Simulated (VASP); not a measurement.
A run of VASP 6.6.1 is set up as follows.

POSCAR

```
SrO
1.0
    0.0000000000      2.5697984671      2.5697984671
    2.5697984671      0.0000000000      2.5697984671
    2.5697984671      2.5697984671      0.0000000000
Sr O
1 1
Direct
    0.5000000000      0.5000000000      0.5000000000
    0.0000000000      0.0000000000      0.0000000000
```

INCAR.step1

```
PREC = Accurate
ENCUT = 520
ISMEAR = 0
SIGMA = 0.05
LREAL = F
LASPH = T
NELM = 100
NBANDS = 15
GGA = PE
ALGO = Normal
EDIFF = 1E-4
LWAVE = T
LCHARG = F
```

The input INCAR.step2:

```
PREC = Accurate
ENCUT = 520
EDIFF = 1E-6
ISMEAR = 0
SIGMA = 0.05
LREAL = F
LASPH = T
NELM = 100
ALGO = Normal
ISIF = 2
LWAVE = F
LCHARG = F
METAGGA = R2SCAN
LMIXTAU = T
NBANDS = 15
ISTART = 1
```

The input KPOINTS:

```
Automatic mesh
0
Gamma
  8 8 8
```

Potentials or basis: VASP PAW PBE potentials, release 64 (Sr_sv, O).

Run with:

```bash
$ cat potpaw_PBE.64/Sr_sv/POTCAR potpaw_PBE.64/O/POTCAR > POTCAR
$ cp INCAR.step1 INCAR
$ mpirun -np 1 vasp_std > vasp.out
$ cp INCAR.step2 INCAR
$ mpirun -np 1 vasp_std > vasp.out
```

(1) Estimate the pressure.

(2) What does it give for the band gap on the k mesh?

Results:

(1) 1.7 GPa.

(2) 3.74 eV, indirect (least direct gap 3.83 eV).

Caveat: the PAW data sets were made with another functional, which shifts forces and pressure a little.
